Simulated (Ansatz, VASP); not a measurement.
## Two plane-wave programs on Si13O24

```
Si O
1.0
    -2.45500    4.25218    5.40000
     4.91000    0.00000    5.40000
     4.91000    8.50437    0.00000
Si O
13 24
Cartesian
  7.1478 8.7781 3.7972
  4.2523 1.4795 7.2654
  1.3138 2.0902 -0.1904
  4.7871 4.3160 3.6530
  6.1440 6.1303 7.1861
  3.7067 6.4848 -0.0452
  -0.5119 4.1154 3.2953
  1.1906 6.4069 7.1192
  3.7124 6.5553 5.4098
  2.2958 8.4273 3.5506
  3.6782 10.7473 7.3946
  1.0761 2.7850 5.5331
  2.6770 3.7462 6.9136
  6.4718 10.0128 4.5800
  0.6925 1.1653 1.0285
  0.7097 5.1147 7.9701
  0.2763 3.9731 4.7861
  0.3078 6.7942 5.8286
  4.4510 2.4055 8.5685
  3.7563 5.4156 4.2669
  2.6223 5.8633 0.9884
  3.4340 9.3387 8.1645
  3.1357 7.9530 4.8698
  2.6148 10.9750 6.1919
  6.2782 7.2015 8.4189
  3.6325 5.5423 9.2089
  2.6493 5.8949 6.5004
  0.6803 4.6910 2.2699
  5.5073 3.5274 4.8647
  5.1248 6.8334 6.1150
  3.8506 3.4100 2.6926
  6.3811 9.7370 9.4672
  5.1289 10.5463 6.7193
  3.3328 8.7197 2.3184
  8.1369 7.9259 4.7677
  3.4424 2.4160 6.2073
  6.0891 7.7281 3.0943
```

Alike in both runs: functional PBE; k mesh 2 × 2 × 1; occupations fermi-dirac, width 0.05 eV; no spin polarisation.

Ansatz relaxed the structure, and its values are those at the end. VASP's run is a single point on that final structure, the one shown.

|  | VASP | Ansatz |
| --- | --- | --- |
| version | VASP 6.6.1 | Ansatz 0.2.0 |
| potentials or method | VASP PAW PBE potentials, release 64 (Si, O), cutoff 520 eV | scalar-relativistic, plane waves, PAW |
| valence electrons in the cell | 196 | 196 |

Ansatz gave:

```
rms of the force components (eV/Å) : 0.006
```

Problem. Which values does VASP return?

Solution. rms of the force components (eV/Å): 0.019.

The k mesh is coarse, so the values compare programs but aren't converged.
